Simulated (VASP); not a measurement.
A run of VASP 6.6.1:

File INCAR:

```
ALGO = Normal
EDIFF = 1E-7
ENCUT = 520
GGA = PE
ISIF = 2
ISMEAR = -1
LASPH = T
LCHARG = T
LELF = T
LREAL = F
LVHAR = T
LWAVE = F
NBANDS = 14
NELM = 60
PREC = Accurate
SIGMA = 0.05
```

File KPOINTS:

```
k-points
0
Gamma
  12 12 12
```

POSCAR

```
SbOs
1.0
    3.0042577168      0.0000000000      0.0000000000
    0.0000000000      3.0042577168      0.0000000000
    0.0000000000      0.0000000000      3.0042577168
Os Sb
1 1
Direct
    0.0000000000      0.0000000000      0.0000000000
    0.5000000000      0.5000000000      0.5000000000
```

Potentials or basis: VASP PAW PBE potentials, release 64 (Os, Sb).

The run is started by

```console
$ cat potpaw_PBE.64/Os/POTCAR potpaw_PBE.64/Sb/POTCAR > POTCAR
$ mpirun -np 1 vasp_std > vasp.out
```

Hardware: 1 thread of Intel(R) Xeon(R) 6975P-C (Granite Rapids) (shared host).

**Question.** How long does it take, and how much memory?

**Answer.** Run time: 9.2 s on 1 thread of Intel(R) Xeon(R) 6975P-C (Granite Rapids) (shared host), peak memory 0.16 GiB. Counts: scf iterations 13, k points 84.
